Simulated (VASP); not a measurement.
## Be (a cell with a defect): single point with r2SCAN

The system is Be (a cell with a defect).

```
Be
1.0
    -2.29000   -3.96640    0.00000
     3.43500   -1.98320    0.00000
     0.00000    0.00000    7.17686
Be
17
Direct
  0.69183 0.48291 0.98601
  0.51432 0.32394 0.29383
  0.85805 0.61313 0.47470
  0.60288 0.40336 0.63990
  0.46780 0.96742 0.03673
  0.20730 0.81731 0.28269
  0.46340 0.92431 0.52667
  0.30302 0.70171 0.78541
  0.22272 0.47385 0.03234
  0.98361 0.33265 0.24767
  0.24192 0.43181 0.52034
  0.96389 0.37446 0.75942
  0.99886 0.98964 0.99710
  0.73820 0.83920 0.24302
  0.90250 0.10509 0.49430
  0.74269 0.88212 0.75299
  0.34798 0.19368 0.80516
```

| Quantity | Value |
| --- | --- |
| Program | VASP 6.6.1 |
| Task | single point |
| Functional | r2SCAN |
| Potentials or basis | VASP PAW PBE potentials, release 64 (Be) |
| Cutoff | 520 eV |
| k mesh | 5 × 5 × 3 |
| Occupations | gaussian, width 0.15 eV |
| Spin | no spin polarisation |
| Dipole correction | no |
| Further INCAR settings | LREAL = Auto; ALGO = Normal; EDIFF = 1e-06; NBANDS = 31 |

```json
{
  "Pressure": "12.3 GPa",
  "Largest force": "0.023 eV/Å",
  "Band gap on the k mesh": "zero (bands 17 and 18 overlap by 1.13 eV)"
}
```

Forces in eV/Å, atoms in the order of the input:
```
Be  -0.010 -0.014  0.010
Be   0.006  0.014 -0.010
Be   0.013 -0.011  0.002
Be   0.000 -0.005 -0.004
Be  -0.010 -0.009  0.005
Be  -0.001 -0.006  0.003
Be   0.001  0.012 -0.013
Be   0.021 -0.003 -0.004
Be   0.014 -0.005  0.004
Be  -0.002  0.005 -0.014
Be   0.005  0.003 -0.007
Be  -0.004 -0.007  0.008
Be  -0.003  0.017 -0.002
Be   0.009  0.004 -0.003
Be  -0.022  0.000  0.006
Be   0.002 -0.010  0.019
Be  -0.018  0.013 -0.001
```

Stress tensor (GPa, compression positive):
```
 9.74  2.11 -5.58
 2.11 19.91 10.40
-5.58 10.40  7.30
```

Levels at points of the mesh, in eV from the Fermi level:
```csv
k point,band 14,band 15,band 16,band 17,band 18,band 19,band 20,band 21
"(0.00, 0.00, 0.00)",-3.34,-2.54,-0.85,0.11,0.76,0.95,1.22,1.92
```

Run time: 12 min on 1 thread of Oxide Virtual Turin-like Processor, on a shared host, peak memory 0.26 GiB.

Caveat: the PAW data sets were made with another functional, which shifts forces and pressure a little.
